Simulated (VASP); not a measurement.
NaScTe2, 4 atoms in the cell. Symmetry: P4/mmm, No. 123, tetragonal system. The conventional cell has a = 4.362 Å, b = 4.362 Å, c = 5.986 Å, α = 90.00°, β = 90.00°, γ = 90.00°. Na (site symmetry 4/mmm) has 6 Te at 2.99 to 3.08 Å within 3.9 Å. Within 3.9 Å of Te (site symmetry 4/mmm) lie 2 Na at 2.99 Å and 4 Sc at 3.08 Å. Within 3.9 Å of Te (site symmetry 4/mmm) lie 2 Sc at 2.99 Å and 4 Na at 3.08 Å. Sc (site symmetry 4/mmm) has 6 Te at 2.99 to 3.08 Å within 3.9 Å.  This cell differs from its parent crystal: volume changed by +3%.

```yaml
Program: VASP 6.6.1
Task: single point
Functional: PBE
Potentials_or_basis: VASP PAW PBE potentials, release 64 (Na_pv, Te, Sc_sv)
Cutoff: 520 eV
k_mesh: 6 × 6 × 4
Occupations: fermi-dirac, width 0.02 eV
Spin: no spin polarisation
Dipole_correction: no
Further_INCAR_settings: ALGO = Normal; EDIFF = 1e-07; NBANDS = 23
```

Potentials or basis: VASP PAW PBE potentials, release 64 (Na_pv, Te, Sc_sv).

Launch:

```bash
$ cat potpaw_PBE.64/Na_pv/POTCAR potpaw_PBE.64/Te/POTCAR potpaw_PBE.64/Sc_sv/POTCAR > POTCAR
$ mpirun -np 1 vasp_std > vasp.out
```

Hardware: 1 thread of Intel(R) Xeon(R) Platinum 8488C (Sapphire Rapids), on a shared host.

Question: How long does it take, and how much memory?

Answer: Wall time 61 s on 1 thread of Intel(R) Xeon(R) Platinum 8488C (Sapphire Rapids), on a shared host, peak memory 0.26 GiB. Counts: scf iterations 16, k points 30.
